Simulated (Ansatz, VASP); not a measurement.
**One calculation of GaAs, two programs**

POSCAR

```
GaAs
1.0
    0.0000000000      2.3886173652      2.3886173652
    2.3886173652      0.0000000000      2.3886173652
    2.3886173652      2.3886173652      0.0000000000
Ga As
1 1
Direct
    0.0000000000      0.0000000000      0.0000000000
    0.5000000000      0.5000000000      0.5000000000
```

The input INCAR.step1:

```
PREC = Accurate ; ENCUT = 520
ISMEAR = -1 ; SIGMA = 0.1
LREAL = False ; LASPH = True
NELM = 80 ; NBANDS = 16
GGA = PE ; ALGO = Normal
EDIFF = 1E-4 ; LWAVE = True
LCHARG = False
```

File INCAR.step2:

```
PREC = Accurate ; ENCUT = 520
EDIFF = 1E-7 ; ISMEAR = -1
SIGMA = 0.1 ; LREAL = False
LASPH = True ; NELM = 80
ALGO = Normal ; ISIF = 2
LWAVE = False ; LCHARG = True
METAGGA = R2SCAN ; LMIXTAU = True
LELF = True ; LVHAR = True
NBANDS = 16 ; ISTART = 1
```

KPOINTS

```
Automatic mesh
0
Gamma
  15 15 15
```

Input for Ansatz:

```yaml
crystal:
  lattice:
    - [0.0, 2.3886173652, 2.3886173652]
    - [2.3886173652, 0.0, 2.3886173652]
    - [2.3886173652, 2.3886173652, 0.0]
  atoms:
    - { symbol: Ga, position: [0.0, 0.0, 0.0] }
    - { symbol: As, position: [0.5, 0.5, 0.5] }
kpoints:
  mp_grid: { grid: [15, 15, 15] }
scf:
  occupations: { method: fermi_dirac, width: 0.1 }
hamiltonian:
  xc: r2scan
  pseudopotentials: { kind: paw }
output:
  forces: true
  stress: true
  eigenvalues: true
  populations: true
```

Change from the starting cell: volume scaled by 0.72, PAW files.

Alike in both runs: task single point; functional r2SCAN; k mesh 15 × 15 × 15; occupations fermi-dirac, width 0.1 eV; no spin polarisation.

```csv
,VASP,Ansatz
version,VASP 6.6.1,Ansatz 0.2.0
potentials or method,"VASP PAW PBE potentials, release 64 (Ga_d, As)","PAW with Ansatz's default frozen-core files, scalar-relativistic"
plane-wave cutoff (eV),520,500
valence electrons in the cell,18,28
```

```csv
,VASP,Ansatz,Ansatz less VASP
pressure (GPa),57.9,57.2,-0.66
```

VASP's potentials were made for PBE, not for r2SCAN. Both programs put the cell under a high pressure, so it lies far from rest at this level. VASP's potentials hold 18 valence electrons a cell and Ansatz's 28, so a difference there can come from the potentials and not from the codes.
